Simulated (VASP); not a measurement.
Here is a VASP 6.6.1 calculation.

The input INCAR:

```
SYSTEM = Zr
PREC = Accurate
ENCUT = 520
EDIFF = 1E-6
ISMEAR = 0
SIGMA = 0.1
LREAL = .FALSE.
LASPH = .TRUE.
NELM = 60
ALGO = Normal
ISIF = 2
LWAVE = .FALSE.
LCHARG = .TRUE.
GGA = CA
LELF = .TRUE.
LVHAR = .TRUE.
NBANDS = 19
```

Contents of KPOINTS:

```
Automatic mesh
0
G
  6 6 4
  0 0 0
```

Contents of POSCAR:

```
Zr
1.0
    3.2392314100      0.0000000000      0.0000000000
   -1.6196157100      2.8052566900      0.0000000000
    0.0000000000      0.0000000000      5.1722200000
Zr
2
Direct
    0.3333333300      0.6666666700      0.2500000000
    0.6666666700      0.3333333300      0.7500000000
```

Potentials or basis: VASP PAW LDA potentials, release 64 (Zr_sv).

Launch:

```bash
$ cat potpaw_LDA.64/Zr_sv/POTCAR > POTCAR
$ mpirun -np 1 vasp_std > vasp.out
```

(1) What does it give for the pressure?

(2) Predict the band gap on the k mesh.

## Answers

(1) -7.0 GPa.

(2) zero (bands 12 and 13 overlap by 0.85 eV).

Caveat: the k points lie up to 0.37 Å⁻¹ apart, too coarse for converged energies and pressures of a metal.
